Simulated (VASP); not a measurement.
Ir: single point with PBEsol

Ir:

```
CELL_PARAMETERS angstrom
0.00000 1.81726 1.81726
1.81726 0.00000 1.81726
1.81726 1.81726 0.00000
ATOMIC_POSITIONS crystal
Ir 0.00000 0.00000 0.00000
```

```
Program             : VASP 6.6.1
Task                : single point
Functional          : PBEsol
Potentials or basis : VASP PAW PBE potentials, release 64 (Ir)
Cutoff              : 520 eV
k mesh              : 20 × 20 × 20
Occupations         : gaussian, width 0.1 eV
Spin                : no spin polarisation
```

| Property | Result |
| --- | --- |
| Pressure | 93.1 GPa |

Levels at points of the mesh, in eV from the Fermi level:
```tsv
k point	band 2	band 3	band 4	band 5	band 6	band 7
(0.00, 0.00, 0.00)	-4.97	-4.97	-4.97	-1.45	-1.45	13.90
(0.50, 0.00, 0.00)	-5.13	-5.13	-1.14	1.28	1.28	9.17
(0.50, 0.50, 0.00)	-9.35	1.27	1.78	2.06	2.06	12.54
```

Wall time 22 s on 1 thread of AMD EPYC 7R43 64-Core Processor (Zen 3), with other jobs on the host, peak memory 0.11 GiB.

Caveat: the PAW data sets were made with another functional, which shifts forces and pressure a little; spin-orbit coupling is left out, which moves the levels of the heavy elements.
